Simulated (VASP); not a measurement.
# CdSe in VASP: a series of runs, part 2 of 2

VASP 6.6.1. Earlier steps stand in the parts before.

**3. Single point, PBE**

File INCAR:

```
PREC = Accurate
ENCUT = 520
EDIFF = 1E-7
ISMEAR = -1
SIGMA = 0.06
LREAL = F
LASPH = T
NELM = 60
ALGO = Normal
ISIF = 2
LWAVE = F
LCHARG = T
GGA = PE
LELF = T
LVHAR = T
NBANDS = 16
```

File KPOINTS:

```
regular mesh
0
Gamma
  4 4 4
```

File POSCAR:

```
CdSe
1.0
    0.0000000000      3.0702711986      3.0702711986
    3.0702711986      0.0000000000      3.0702711986
    3.0702711986      3.0702711986      0.0000000000
Cd Se
1 1
Direct
    0.0000000000      0.0000000000      0.0000000000
    0.2500000000      0.2500000000      0.2500000000
```

Potentials or basis: VASP PAW PBE potentials, release 64 (Cd, Se).

Run with:

```sh
$ cat potpaw_PBE.64/Cd/POTCAR potpaw_PBE.64/Se/POTCAR > POTCAR
$ mpirun -np 1 vasp_std > vasp.out
```

OUTCAR:

```text
PREC = Accurate
   ENCUT = 520
   EDIFF = 1E-7
   ISMEAR = -1
   LREAL = F
   LASPH = T
   NELM = 60
   ISIF = 2
   GGA = PE

 ion  position               nearest neighbor table
   1  0.000  0.000  0.000-   2 2.66   2 2.66   2 2.66   2 2.66
   2  0.250  0.250  0.250-   1 2.66   1 2.66   1 2.66   1 2.66

  LATTYP: Found a face centered cubic cell.
 ALAT       =     6.1405423972

  Lattice vectors:

 A1 = (   0.0000000000,   3.0702711986,   3.0702711986)
 A2 = (   3.0702711986,   0.0000000000,   3.0702711986)
 A3 = (   3.0702711986,   3.0702711986,   0.0000000000)

Analysis of symmetry for initial positions (statically):
=====================================================================
 Subroutine PRICEL returns:
 Original cell was already a primitive cell.

 Routine SETGRP: Setting up the symmetry group for a
 face centered cubic supercell.

 Subroutine GETGRP returns: Found 24 space group operations
 (whereof 24 operations were pure point group operations)
 out of a pool of 48 trial point group operations.

The static configuration has the point symmetry T_d .

Analysis of symmetry for dynamics (positions and initial velocities):
=====================================================================
 Subroutine PRICEL returns:
 Original cell was already a primitive cell.

 Routine SETGRP: Setting up the symmetry group for a
 face centered cubic supercell.

 Subroutine GETGRP returns: Found 24 space group operations
 (whereof 24 operations were pure point group operations)
 out of a pool of 48 trial point group operations.

The dynamic configuration has the point symmetry T_d .

 Subroutine INISYM returns: Found 24 space group operations
 (whereof 24 operations are pure point group operations),
 and found     1 'primitive' translations
[... 90 lines left out ...]
   NUPDOWN=      -1.0000    fix difference up-down
   EMIN   =  10.00;   EMAX   =-10.00  energy-range for DOS
   EFERMI =   0.00;   METHOD = LEGACY
   ISMEAR =    -1;   SIGMA  =   0.06  broadening in eV -4-tet -1-fermi 0-gaus
   EFERMI_NEDOS =   21; number of points for ismear=-14 and -15
   IALGO  =     38    algorithm
   IMIX   =      4    mixing-type and parameters
     AMIX     =   0.40;   BMIX     =  1.00
     AMIX_MAG =   1.60;   BMIX_MAG =  1.00
  volume/ion in A,a.u.               =      28.94       195.31
  Fermi-wavevector in a.u.,A,eV,Ry     =   1.109121  2.095935 16.737199  1.230149
  Thomas-Fermi vector in A             =   2.245657
   LORBIT       =      0    0 simple, 1 ext, 2 COOP (PROOUT), +10 PAW based schemes
   GGA     = PE    functional components
   LHFCALC =     F    Hartree Fock is set to
   AEXX    =    0.0000 exact exchange contribution
   IVDW    =     0    specifies the selected vdW correction
   LEPSILON=     F    determine dielectric tensor
   LRPA    =     F    only Hartree local field effects (RPA)
 non-spin polarized calculation
  energy-cutoff  :      520.00
  volume of cell :       57.88
 maximum number of plane-waves:      1588
   NGX = 17   NGY = 17   NGZ = 17

 number of electron      18.0000008 magnetization

 Free energy of the ion-electron system (eV)
  ---------------------------------------------------
  ext. energy  EPLUGINS =         0.00000000
  ---------------------------------------------------
  free energy    TOTEN  =        -5.44347873 eV

  energy without entropy =       -5.44306859  energy(sigma->0) =       -5.44327366

 E-fermi :   1.0477     XC(G=0):  -8.7440

 val. band max:        0.7466142778   @ k =   0.0000   0.0000   0.0000
 cond. band min:       1.2814667378   @ k =   0.0000   0.0000   0.0000
 fundamental gap:      0.5348524600
 Fermi energy:         1.0476817851

 k-point     1 :       0.0000    0.0000    0.0000
  band No.  band energies     occupation
      1     -11.6847      2.00000
      2      -7.1241      2.00000
      3      -7.1241      2.00000
      4      -7.1241      2.00000
      5      -6.7823      2.00000
      6      -6.7823      2.00000
[... 129 lines left out ...]
      3      -6.9486      2.00000
      4      -6.8131      2.00000
      5      -6.7771      2.00000
      6      -6.3307      2.00000
[... 8 lines left out ...]
     15      13.2961      0.00000
     16      13.6793      0.00000

------------------------ aborting loop because EDIFF is reached ----------------------------------------

  FORCE on cell =-STRESS in cart. coord.  units (eV):
  Direction    XX          YY          ZZ          XY          YZ          ZX
  --------------------------------------------------------------------------------------
  -------------------------------------------------------------------------------------
  Total        0.6327550      0.6327550      0.6327550     -0.0000000     -0.0000000      0.0000000
  in kB       17.5140238     17.5140238     17.5140238     -0.0000000     -0.0000000      0.0000000
  external PRESSURE =      17.5140238 kB  Pullay stress =       0.0000000 kB

 VOLUME and BASIS-vectors are now :
 -----------------------------------------------------------------------------
  energy-cutoff  :      520.00
  volume of cell :       57.88
      direct lattice vectors                 reciprocal lattice vectors
     0.000000000  3.070271199  3.070271199    -0.162852063  0.162852063  0.162852063
     3.070271199  0.000000000  3.070271199     0.162852063 -0.162852063  0.162852063
     3.070271199  3.070271199  0.000000000     0.162852063  0.162852063 -0.162852063

 POSITION                                       TOTAL-FORCE (eV/Angst)
 -----------------------------------------------------------------------------------
      0.00000      0.00000      0.00000        -0.000000      0.000000     -0.000000
      1.53514      1.53514      1.53514         0.000000     -0.000000      0.000000
 -----------------------------------------------------------------------------------
    total drift:                               -0.000001     -0.000001     -0.000000

  FREE ENERGIE OF THE ION-ELECTRON SYSTEM (eV)
  ---------------------------------------------------
  free  energy   TOTEN  =        -5.4434787311 eV

  energy  without entropy=       -5.4430685931  energy(sigma->0) =       -5.44327366
```

OSZICAR:

```text
N       E                     dE             d eps       ncg     rms          rms(c)
DAV:   1     0.107115183474E+03    0.10712E+03   -0.88911E+03   264   0.997E+02
DAV:   2    -0.197907380771E+01   -0.10909E+03   -0.10431E+03   304   0.255E+02
DAV:   3    -0.582461190088E+01   -0.38455E+01   -0.38407E+01   272   0.492E+01
DAV:   4    -0.583997403809E+01   -0.15362E-01   -0.15361E-01   360   0.324E+00
DAV:   5    -0.584006242623E+01   -0.88388E-04   -0.88388E-04   280   0.211E-01    0.590E+00
DAV:   6    -0.546555409137E+01    0.37451E+00   -0.55500E-01   344   0.876E+00    0.473E+00
DAV:   7    -0.544187470294E+01    0.23679E-01   -0.14875E-01   296   0.256E+00    0.205E+00
DAV:   8    -0.544309209412E+01   -0.12174E-02   -0.14195E-02   288   0.142E+00    0.251E-01
DAV:   9    -0.544334512831E+01   -0.25303E-03   -0.14924E-03   304   0.485E-01    0.486E-02
DAV:  10    -0.544342208032E+01   -0.76952E-04   -0.16557E-04   328   0.159E-01    0.457E-02
DAV:  11    -0.544347821559E+01   -0.56135E-04   -0.92003E-05   312   0.594E-02    0.166E-02
DAV:  12    -0.544347802410E+01    0.19150E-06   -0.18775E-06   304   0.162E-02    0.653E-03
DAV:  13    -0.544347874718E+01   -0.72309E-06   -0.18444E-06   328   0.693E-03    0.291E-03
DAV:  14    -0.544347873107E+01    0.16115E-07   -0.48595E-08   240   0.170E-03
   1 F= -.54434787E+01 E0= -.54432737E+01  d E =-.410138E-03
```

It took 12 s on 1 thread of Intel Xeon 6975P-C, shared host; peak memory 0.17 GiB.

Results:

```
Free energy            : -5.4435 eV
Pressure               : 1.8 GPa
Band gap on the k mesh : 0.53 eV, direct
```

Levels at points of the mesh, in eV from the valence-band top:
```tsv
k point	band 6	band 7	band 8	band 9	band 10	band 11	band 12	band 13
(0.00, 0.00, 0.00)	-7.53	0.00	0.00	0.00	0.53	5.91	5.91	5.91
(0.50, 0.00, 0.00)	-7.25	-4.24	-0.71	-0.71	2.34	6.42	6.42	7.33
(0.50, 0.50, 0.00)	-7.19	-3.96	-1.76	-1.76	3.17	3.71	8.98	10.03
```

Caveat: the k points lie up to 0.44 Å⁻¹ apart. PBE gaps usually lie below the measured ones, often by a third to a half.

**4. Single point, PBE+D4**

This run uses another cell than the first one, of 28.57 Å³/atom, 0.987 times its volume.

File INCAR:

```
ALGO = Normal
EDIFF = 1E-6
ENCUT = 520
GGA = PE
ISIF = 2
ISMEAR = -1
IVDW = 13
LASPH = T
LCHARG = F
LREAL = F
LWAVE = F
NBANDS = 16
NELM = 80
PREC = Accurate
SIGMA = 0.05
```

File KPOINTS:

```
k-points
0
Gamma
  8 8 8
```

File POSCAR:

```
CdSe
1.0
    0.0000000000      3.0569285388      3.0569285388
    3.0569285388      0.0000000000      3.0569285388
    3.0569285388      3.0569285388      0.0000000000
Cd Se
1 1
Direct
    0.0000000000      0.0000000000      0.0000000000
    0.2500000000      0.2500000000      0.2500000000
```

Run with:

```sh
$ cat potpaw_PBE.64/Cd/POTCAR potpaw_PBE.64/Se/POTCAR > POTCAR
$ mpirun -np 1 vasp_std > vasp.out
```

It took 19 s on 1 thread of Intel Xeon 6975P-C, shared host; peak memory 0.19 GiB.

Results (log left out):

```yaml
Free_energy: -6.1172 eV
Pressure: 0.3 GPa
Band_gap_on_the_k_mesh: 0.58 eV, direct
Dispersion_energy_per_atom: -0.318 eV
```

Levels at points of the mesh, in eV from the valence-band top:
| k point | band 7 | band 8 | band 9 | band 10 | band 11 | band 12 |
| --- | --- | --- | --- | --- | --- | --- |
| (0.00, 0.00, 0.00) | 0.00 | 0.00 | 0.00 | 0.58 | 5.93 | 5.93 |
| (0.50, 0.00, 0.00) | -4.30 | -0.73 | -0.73 | 2.37 | 6.44 | 6.44 |
| (0.50, 0.50, 0.00) | -4.01 | -1.80 | -1.80 | 3.17 | 3.74 | 9.04 |

**5. Single point, RPBE+D4**

This run uses another cell than the first one, of 28.59 Å³/atom, 0.988 times its volume.

File INCAR:

```
SYSTEM = CdSe
PREC = Accurate
ENCUT = 520
EDIFF = 1E-7
ISMEAR = -1
SIGMA = 0.05
LREAL = .False.
LASPH = .True.
NELM = 60
ALGO = Normal
ISIF = 2
LWAVE = .False.
LCHARG = .False.
GGA = RP
IVDW = 13
NBANDS = 16
```

File KPOINTS:

```
regular mesh
0
Gamma
  8 8 8
  0 0 0
```

File POSCAR:

```
CdSe
1.0
    0.0000000000      3.0576401662      3.0576401662
    3.0576401662      0.0000000000      3.0576401662
    3.0576401662      3.0576401662      0.0000000000
Cd Se
1 1
Direct
    0.0000000000      0.0000000000      0.0000000000
    0.2500000000      0.2500000000      0.2500000000
```

Run with:

```sh
$ cat potpaw_PBE.64/Cd/POTCAR potpaw_PBE.64/Se/POTCAR > POTCAR
$ mpirun -np 1 vasp_std > vasp.out
```

Run time: 22 s. Hardware: 1 thread of Intel Xeon 6975P-C, shared host; peak memory 0.19 GiB.

Results (log left out):

```
Free energy                : -5.9840 eV
Pressure                   : 0.3 GPa
Band gap on the k mesh     : 0.75 eV, direct
Dispersion energy per atom : -0.583 eV
```

Levels at points of the mesh, in eV from the valence-band top:
```
           k point  band 6  band 7  band 8  band 9  band 10  band 11  band 12  band 13
(0.00, 0.00, 0.00)   -7.53    0.00    0.00    0.00     0.75     6.01     6.01     6.01
(0.50, 0.00, 0.00)   -7.24   -4.24   -0.72   -0.72     2.51     6.53     6.53     7.59
(0.50, 0.50, 0.00)   -7.18   -3.96   -1.78   -1.78     3.35     3.84     9.25    10.24
```

Caveat: the PAW data sets were made with another functional, which shifts forces and pressure a little. A hybrid or GW would open this gap; RPBE tends to underestimate it.

**6. The runs side by side**

```tsv
level	spin	fixed moment (μB)	cell	k mesh	smearing	gap on the mesh (eV)	pressure (GPa)
PBEsol	collinear, zero start	0.0	a = 4.342 Å, angles 60.0°, 2 atoms	8 × 8 × 8	fermi-dirac 0.1 eV	-	-1.1
PBE	off	-	a = 4.342 Å, angles 60.0°, 2 atoms	4 × 4 × 4	fermi-dirac 0.06 eV	0.53	1.8
PBE+D4	off	-	a = 4.323 Å, angles 60.0°, 2 atoms	8 × 8 × 8	fermi-dirac 0.05 eV	0.58	0.3
RPBE+D4	off	-	a = 4.324 Å, angles 60.0°, 2 atoms	8 × 8 × 8	fermi-dirac 0.05 eV	0.75	0.3
```

Some of these runs hold the atoms at other places in the same cell, which the table doesn't show; runs alike in all that it shows share one row.

Alike in all rows: task single point; potentials or basis VASP PAW PBE potentials, release 64 (Cd, Se); cutoff (eV) 520.

Caveats: some runs use coarse meshes; the PAW data sets were made with another functional, which shifts forces and pressure a little (some runs); the total moment is fixed, so each spin has its own Fermi level (some runs).

Total energies depend on the potentials used, so only differences within one code and one set of settings carry meaning.
